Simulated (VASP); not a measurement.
Input of a VASP 6.6.1 run:

File POSCAR:

```
Ca2SeO
1.0
    3.8436383329      0.0000000000      0.0000000000
    0.0000000000      3.8436383329      0.0000000000
    0.0000000000      0.0000000000      5.4389468943
O Ca Se
1 2 1
Direct
    0.0000000000      0.0000000000      0.0000000000
    0.0000000000      0.0000000000      0.5000000000
    0.5000000000      0.5000000000      0.0000000000
    0.5000000000      0.5000000000      0.5000000000
```

The input INCAR.step1:

```
PREC = Accurate
ENCUT = 520
ISMEAR = 0
SIGMA = 0.01
LREAL = F
LASPH = T
NELM = 80
NBANDS = 24
GGA = PE
ALGO = Normal
EDIFF = 1E-4
LWAVE = T
LCHARG = F
```

The input INCAR.step2:

```
PREC = Accurate
ENCUT = 520
EDIFF = 1E-6
ISMEAR = 0
SIGMA = 0.01
LREAL = F
LASPH = T
NELM = 80
ALGO = Normal
ISIF = 2
LWAVE = F
LCHARG = F
METAGGA = R2SCAN
LMIXTAU = T
NBANDS = 24
ISTART = 1
```

The input KPOINTS:

```
Automatic mesh
0
Gamma
  6 6 4
```

Potentials or basis: VASP PAW PBE potentials, release 64 (O, Ca_sv, Se).

The run is started by

```bash
$ cat potpaw_PBE.64/O/POTCAR potpaw_PBE.64/Ca_sv/POTCAR potpaw_PBE.64/Se/POTCAR > POTCAR
$ cp INCAR.step1 INCAR
$ mpirun -np 1 vasp_std > vasp.out
$ cp INCAR.step2 INCAR
$ mpirun -np 1 vasp_std > vasp.out
```

(1) Predict the pressure.

(2) Predict the band gap on the k mesh.

Results:

(1) 2.6 GPa.

(2) 2.48 eV, direct.

Caveat: the PAW data sets were made with another functional, which shifts forces and pressure a little.
